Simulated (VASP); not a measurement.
Here is a VASP 6.6.1 calculation.

INCAR

```
SYSTEM = Lu
PREC = Accurate
ENCUT = 600
EDIFF = 1E-6
ISMEAR = -1
SIGMA = 0.05
LREAL = .FALSE.
LASPH = .TRUE.
NELM = 100
ALGO = Normal
ISIF = 8
LWAVE = .FALSE.
LCHARG = .FALSE.
GGA = CA
IBRION = 2
NSW = 80
EDIFFG = -0.01
```

The input KPOINTS:

```
regular mesh
0
G
  5 5 5
  0 0 0
```

The input POSCAR:

```
Lu
1.0
    4.9000000000      0.0000000000      0.0000000000
    0.0000000000      4.9000000000      0.0000000000
    0.0000000000      0.0000000000      4.9000000000
Lu
4
Direct
    0.0000000000      0.0000000000      0.0000000000
    0.0000000000      0.5000000000      0.5000000000
    0.5000000000      0.0000000000      0.5000000000
    0.5000000000      0.5000000000      0.0000000000
```

Potentials or basis: VASP PAW PBE potentials, release 64 (Lu).

Run with:

```bash
$ cat potpaw_PBE.64/Lu/POTCAR > POTCAR
$ mpirun -np 1 vasp_std > vasp.out
```

**Question.** What does it give for the band gap on the k mesh?

**Answer.** Zero (band 50 reaches 3.01 eV, above the bottom of band 51 at 1.33 eV).

**Question.** Estimate the relaxed volume.

**Answer.** 25.65 Å³/atom.

**Question.** Predict the space group after relaxing (to 0.05 Å).

**Answer.** Fm-3m (No. 225).

Step by step:
```csv
step,energy change (eV),largest force (eV/Å),pressure (GPa),volume (Å³)
1,0.0000,0.0000,-5.57,117.65
2,-0.2926,0.0000,0.55,101.08
3,-0.2953,0.0000,0.19,102.18
4,-0.2953,0.0000,-0.05,102.61
```

Caveat: the PAW data sets were made with another functional, which shifts forces and pressure a little; spin-orbit coupling is left out, which moves the levels of the heavy elements.
